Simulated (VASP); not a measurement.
TaN, 2 atoms in the cell. It takes space group Fm-3m (No. 225, cubic). Conventional cell: a = 4.306 Å, b = 4.306 Å, c = 4.306 Å, α = 90.00°, β = 90.00°, γ = 90.00°. Within 2.8 Å of Ta (site symmetry m-3m) lie 6 N at 2.15 Å. Within 2.8 Å of N (site symmetry m-3m) lie 6 Ta at 2.15 Å. 

| Quantity | Value |
| --- | --- |
| Program | VASP 6.6.1 |
| Task | single point |
| Functional | r2SCAN |
| Potentials or basis | VASP PAW PBE potentials, release 64 (Ta_sv_GW, N) |
| Cutoff | 770 eV |
| k mesh | 16 × 16 × 16 |
| Occupations | gaussian, width 0.1 eV |
| Spin | no spin polarisation |
| Dipole correction | no |
| Further INCAR settings | ALGO = Normal; EDIFF = 1e-06; NBANDS = 16 |

Potentials or basis: VASP PAW PBE potentials, release 64 (Ta_sv_GW, N).

Command:

```console
$ cat potpaw_PBE.64/Ta_sv_GW/POTCAR potpaw_PBE.64/N/POTCAR > POTCAR
$ cp INCAR.step1 INCAR
$ mpirun -np 1 vasp_std > vasp.out
$ cp INCAR.step2 INCAR
$ mpirun -np 1 vasp_std > vasp.out
```

Hardware: 1 thread of Intel(R) Xeon(R) 6975P-C (Granite Rapids) (shared host).

Q: How long does it take, and how much memory?

A: Run time: 2.2 min on 1 thread of Intel(R) Xeon(R) 6975P-C (Granite Rapids), on a shared host, peak memory 0.24 GiB. Counts: k points 145.
